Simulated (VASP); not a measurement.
# In3SbAs4 (P1) in VASP: single point with PBEsol

Aim: the single point of In3SbAs4 with PBEsol.

Program: VASP 6.6.1. These are calculated values, not measurements. Logs are shortened: lines on timing, memory, paths and dates and some standing lists are left out, and cuts for length are marked.

## 1. The cell of the first run

The typed cell holds 8 atoms: a = 8.129 Å, b = 7.269 Å, c = 8.128 Å, α = 130.87°, β = 141.12°, γ = 65.99°.

## 2. Single point, PBEsol

INCAR

```
  PREC = Accurate
  ENCUT = 520
  EDIFF = 1E-6
  ISMEAR = -1
  SIGMA = 0.05
  LREAL = False
  LASPH = True
  NELM = 100
  ALGO = Normal
  ISIF = 2
  LWAVE = False
  LCHARG = True
  GGA = PS
  LELF = True
  LVHAR = True
  NBANDS = 42
```

KPOINTS

```
Automatic mesh
0
Gamma
  4 4 4
```

POSCAR

```
In3SbAs4
1.0
   -3.7286749167      2.7095152511      6.6960875095
    2.6965614113     -2.7034753233      6.1857680482
    3.7313332098      2.7017208192     -6.6966000094
In Sb As
3 1 4
Direct
    0.4818456008      0.5057413192     -0.0134026303
    0.7212590847      0.2476586929      0.4935303205
    0.2466317592      0.7633509551      0.4835893438
   -0.0732488179      0.0058272342     -0.0684147865
    0.6475781591      0.1460154891      0.0615898832
    0.1297400174      0.6422749211      0.0086752268
    0.3676945251      0.3690627488      0.4981338409
    0.9166687294      0.8650748870      0.5121472476
```

Potentials or basis: VASP PAW PBE potentials, release 64 (In_d, Sb, As).

Launch:

```sh
$ cat potpaw_PBE.64/In_d/POTCAR potpaw_PBE.64/Sb/POTCAR potpaw_PBE.64/As/POTCAR > POTCAR
$ mpirun -np 1 vasp_std > vasp.out
```

OUTCAR:

```text
PREC = Accurate
   ENCUT = 520
   EDIFF = 1E-6
   ISMEAR = -1
   LREAL = False
   LASPH = True
   NELM = 100
   ISIF = 2
   GGA = PS

 ion  position               nearest neighbor table
   1  0.482  0.506  0.987-   5 2.64   8 2.64   7 2.73   6 2.73
   2  0.721  0.248  0.494-   8 2.62   5 2.63   7 2.66   6 2.68   4 3.89
   3  0.247  0.763  0.484-   5 2.62   8 2.63   6 2.66   7 2.68   4 3.89
   4  0.927  0.006  0.932-   6 2.67   7 2.67   8 2.78   5 2.78   2 3.89   3 3.89
   5  0.648  0.146  0.062-   3 2.62   2 2.63   1 2.64   4 2.78
   6  0.130  0.642  0.009-   3 2.66   4 2.67   2 2.68   1 2.73
   7  0.368  0.369  0.498-   2 2.66   4 2.67   3 2.68   1 2.73
   8  0.917  0.865  0.512-   2 2.62   3 2.63   1 2.64   4 2.78

  LATTYP: Found a triclinic cell.
 ALAT       =     7.2715295140
 B/A-ratio  =     0.7441676111
 C/A-ratio  =     0.8867681954
 COS(alpha) =     0.0002251197
 COS(beta)  =     0.3025491533
 COS(gamma) =     0.3724801775

  Lattice vectors:

 A1 = (  -2.6992197044,  -2.7077607470,  -6.1852555483)
 A2 = (  -0.0026582931,  -5.4112360703,   0.0005124999)
 A3 = (  -6.4278946211,   0.0017545041,   0.5108319612)

Analysis of symmetry for initial positions (statically):
=====================================================================
 Subroutine PRICEL returns:
 Original cell was already a primitive cell.

 Routine SETGRP: Setting up the symmetry group for a
 triclinic supercell.

 Subroutine GETGRP returns: Found  1 space group operations
 (whereof  1 operations were pure point group operations)
 out of a pool of  2 trial point group operations.

The static configuration has the point symmetry C_1 .

Analysis of symmetry for dynamics (positions and initial velocities):
=====================================================================
 Subroutine PRICEL returns:
 Original cell was already a primitive cell.

 Routine SETGRP: Setting up the symmetry group for a
 triclinic supercell.

 Subroutine GETGRP returns: Found  1 space group operations
 (whereof  1 operations were pure point group operations)
 out of a pool of  2 trial point group operations.

The dynamic configuration has the point symmetry C_1 .

 Subroutine INISYM returns: Found  1 space group operations
 (whereof  1 operations are pure point group operations),
 and found     1 'primitive' translations

----------------------------------------------------------------------------------------

                                     Primitive cell

  volume of cell :     222.6074

  direct lattice vectors                    reciprocal lattice vectors
    -3.728674917  2.709515251  6.696087509     0.006252598  0.184804980  0.078042886
     2.696561411 -2.703475323  6.185768048     0.162777608 -0.000071378  0.090670586
     3.731333210  2.701720819 -6.696600009     0.156612679  0.184724904  0.012461430

  length of vectors
     8.129088354  7.269384335  8.128135985     0.200705425  0.186326890  0.242499709

  position of ions in fractional coordinates (direct lattice)
     0.481845601  0.505741319  0.986597370
     0.721259085  0.247658693  0.493530320
     0.246631759  0.763350955  0.483589344
     0.926751182  0.005827234  0.931585213
     0.647578159  0.146015489  0.061589883
     0.129740017  0.642274921  0.008675227
     0.367694525  0.369062749  0.498133841
     0.916668729  0.865074887  0.512147248

  ion indices of the primitive-cell ions
   primitive index   ion index
                 1           1
                 2           2
                 3           3
                 4           4
                 5           5
                 6           6
                 7           7
                 8           8

----------------------------------------------------------------------------------------

 KPOINTS: Automatic mesh

Automatic generation of k-mesh.
 Grid dimensions read from file:
 generate k-points for:    4    4    4

 Generating k-lattice:

  Cartesian coordinates                     Fractional coordinates (reciprocal lattice)
     0.001563150  0.046201245  0.019510721     0.250000000 -0.000000000  0.000000000
     0.040694402 -0.000017844  0.022667647     0.000000000  0.250000000  0.000000000
     0.039153170  0.046181226  0.003115357     0.000000000 -0.000000000  0.250000000

  Length of vectors
     0.050176356  0.046581722  0.060624927

  Shift w.r.t. Gamma in fractional coordinates (k-lattice)
     0.000000000  0.000000000  0.000000000

 Subroutine IBZKPT returns following result:
 ===========================================

 Found     36 irreducible k-points:

 Following reciprocal coordinates:
            Coordinates               Weight
  0.000000  0.000000  0.000000      1.000000
  0.250000  0.000000  0.000000      2.000000
  0.500000  0.000000  0.000000      1.000000
  0.000000  0.250000  0.000000      2.000000
  0.250000  0.250000  0.000000      2.000000
  0.500000  0.250000  0.000000      2.000000
[... 16 lines left out ...]
  0.000000 -0.250000  0.250000      2.000000
  0.250000 -0.250000  0.250000      2.000000
 [... further k-points ...]
   k-points           NKPTS =     36   k-points in BZ     NKDIM =     36   number of bands    NBANDS=     42
   number of dos      NEDOS =    301   number of ions     NIONS =      8
   total plane-waves  NPLWV = 194400
   dimension x,y,z NGX =    60 NGY =   54 NGZ =   60
   dimension x,y,z NGXF=   120 NGYF=  108 NGZF=  120
   ions per type =               3   1   4
   NGX,Y,Z   is equivalent  to a cutoff of  12.27, 12.35, 12.27 a.u.
   NGXF,Y,Z  is equivalent  to a cutoff of  24.54, 24.70, 24.54 a.u.
 SYSTEM =  unknown system
   PREC   = accura    normal or accurate (medium, high low for compatibility)
   ISTART =      0    job   : 0-new  1-cont  2-samecut
   ICHARG =      2    charge: 1-file 2-atom 10-const
   ISPIN  =      1    spin polarized calculation?
   LNONCOLLINEAR =      F non collinear calculations
   LSORBIT =      F    spin-orbit coupling
   LASPH  =      T    aspherical Exc in radial PAW
   ENCUT  =  520.0 eV  38.22 Ry    6.18 a.u.  15.11 13.52 15.11*2*pi/ulx,y,z
   NELM   =    100;   NELMIN=  2; NELMDL= -5     # of ELM steps
   EDIFF  = 0.1E-05   stopping-criterion for ELM
   LREAL  =      F    real-space projection
   EDIFFG = 0.1E-04   stopping-criterion for IOM
   NSW    =      0    number of steps for IOM
   IBRION =     -1    ionic relax: 0-MD 1-quasi-New 2-CG
   NFREE  =      0    steps in history (QN), initial steepest desc. (CG)
   ISIF   =      2    stress and relaxation
   ISYM   =      2    0-nonsym 1-usesym 2-fastsym
   POTIM  = 0.5000    time-step for ionic-motion
   TEBEG  =    0.0;   TEEND  =   0.0 temperature during run
   PSTRESS=    0.0 pullay stress
   NELECT =      64.0000    total number of electrons
   NUPDOWN=      -1.0000    fix difference up-down
   EMIN   =  10.00;   EMAX   =-10.00  energy-range for DOS
   EFERMI =   0.00;   METHOD = LEGACY
   ISMEAR =    -1;   SIGMA  =   0.05  broadening in eV -4-tet -1-fermi 0-gaus
   EFERMI_NEDOS =   21; number of points for ismear=-14 and -15
   IALGO  =     38    algorithm
   IMIX   =      4    mixing-type and parameters
     AMIX     =   0.40;   BMIX     =  1.00
     AMIX_MAG =   1.60;   BMIX_MAG =  1.00
  volume/ion in A,a.u.               =      27.83       187.78
  Fermi-wavevector in a.u.,A,eV,Ry     =   1.080492  2.041834 15.884303  1.167463
  Thomas-Fermi vector in A             =   2.216485
   LORBIT       =      0    0 simple, 1 ext, 2 COOP (PROOUT), +10 PAW based schemes
   GGA     = PS    functional components
   LHFCALC =     F    Hartree Fock is set to
   AEXX    =    0.0000 exact exchange contribution
   IVDW    =     0    specifies the selected vdW correction
   LEPSILON=     F    determine dielectric tensor
   LRPA    =     F    only Hartree local field effects (RPA)
 non-spin polarized calculation
  energy-cutoff  :      520.00
  volume of cell :      222.61
 maximum number of plane-waves:      6019
   NGX = 31   NGY = 27   NGZ = 31

 number of electron      64.0000003 magnetization

 Free energy of the ion-electron system (eV)
  ---------------------------------------------------
  ext. energy  EPLUGINS =         0.00000000
  ---------------------------------------------------
  free energy    TOTEN  =       -34.09650603 eV

  energy without entropy =      -34.08980375  energy(sigma->0) =      -34.09315489

 E-fermi :   4.9086     XC(G=0):  -9.3518

 val. band max:        4.8953612593   @ k =   0.5000   0.0000   0.0000
 cond. band min:       5.1229292778   @ k =  -0.2500  -0.2500   0.2500
 fundamental gap:      0.2275680185
 Fermi energy:         4.9085672159

 k-point     1 :       0.0000    0.0000    0.0000
  band No.  band energies     occupation
      1      -9.9352      2.00000
      2      -9.8932      2.00000
      3      -9.8766      2.00000
      4      -9.7911      2.00000
      5      -9.7839      2.00000
      6      -9.7678      2.00000
[... 34 lines left out ...]
     41       8.6921      0.00000
     42       9.1597      0.00000

 k-point     2 :       0.2500    0.0000    0.0000
  band No.  band energies     occupation
      1      -9.9278      2.00000
      2      -9.8994      2.00000
      3      -9.8683      2.00000
      4      -9.7999      2.00000
      5      -9.7802      2.00000
      6      -9.7753      2.00000
[... 34 lines left out ...]
     41       8.7563      0.00000
     42       9.2055      0.00000

 k-point     3 :       0.5000    0.0000    0.0000
  band No.  band energies     occupation
      1      -9.9159      2.00000
      2      -9.9038      2.00000
      3      -9.8593      2.00000
      4      -9.8276      2.00000
      5      -9.7801      2.00000
      6      -9.7621      2.00000
[... 897 lines left out ...]
      4      -9.8001      2.00000
      5      -9.7802      2.00000
      6      -9.7752      2.00000
[... 34 lines left out ...]
     41       8.7559      0.00000
     42       9.2027      0.00000

 k-point    24 :       0.2500   -0.2500    0.2500
  band No.  band energies     occupation
      1      -9.9160      2.00000
      2      -9.9038      2.00000
      3      -9.8569      2.00000
      4      -9.8314      2.00000
      5      -9.7789      2.00000
      6      -9.7614      2.00000
[... 34 lines left out ...]
     41       9.5924      0.00000
     42       9.7558      0.00000

 [... further k-points ...]
[... 5 lines left out ...]
  --------------------------------------------------------------------------------------
  -------------------------------------------------------------------------------------
  Total        0.2108759      0.1687034      0.1913559     -0.0108968     -0.0193324      0.0290003
  in kB        1.5177421      1.2142130      1.3772503     -0.0784275     -0.1391417      0.2087247
  external PRESSURE =       1.3697352 kB  Pullay stress =       0.0000000 kB

 VOLUME and BASIS-vectors are now :
 -----------------------------------------------------------------------------
  energy-cutoff  :      520.00
  volume of cell :      222.61
      direct lattice vectors                 reciprocal lattice vectors
    -3.728674917  2.709515251  6.696087509     0.006252598  0.184804980  0.078042886
     2.696561411 -2.703475323  6.185768048     0.162777608 -0.000071378  0.090670586
     3.731333210  2.701720819 -6.696600009     0.156612679  0.184724904  0.012461430

 POSITION                                       TOTAL-FORCE (eV/Angst)
 -----------------------------------------------------------------------------------
      3.24844      2.60382     -0.25197         0.000805     -0.014047     -0.001374
     -0.17999      2.61810      3.05660         0.004724     -0.004405      0.002213
      2.94325     -0.08892      3.13498         0.000828     -0.005602      0.001371
      0.03621      5.01218      0.00320         0.004268     -0.051916      0.001110
     -1.79106      1.52627      4.82702        -0.006322      0.009739      0.003018
      1.28055     -1.36140      4.78362        -0.020499      0.028970     -0.012930
      1.48289      1.34434      1.40925         0.015512      0.025322      0.006271
      0.82576      1.52870      8.05960         0.000684      0.011938      0.000320
 -----------------------------------------------------------------------------------
    total drift:                               -0.000161      0.000156     -0.000335

  FREE ENERGIE OF THE ION-ELECTRON SYSTEM (eV)
  ---------------------------------------------------
  free  energy   TOTEN  =       -34.0965060258 eV

  energy  without entropy=      -34.0898037469  energy(sigma->0) =      -34.09315489
```

Run time: 12 min. Hardware: 1 thread of Oxide Virtual Turin-like, shared host; peak memory 0.6 GiB.

What came out:

* Free energy: -34.0965 eV
* Pressure: 0.1 GPa
* Largest force: 0.052 eV/Å
* Band gap on the k mesh: zero (filled and empty bands overlap)

Forces in eV/Å, atoms in the order of the input:
```
In   0.001 -0.014 -0.001
In   0.005 -0.004  0.002
In   0.001 -0.006  0.001
Sb   0.004 -0.052  0.001
As  -0.006  0.010  0.003
As  -0.020  0.029 -0.013
As   0.016  0.025  0.006
As   0.001  0.012  0.000
```

Caveat: the k points lie up to 0.38 Å⁻¹ apart; the PAW data sets were made with another functional, which shifts forces and pressure a little; spin-orbit coupling is left out, which moves the levels of the heavy elements.
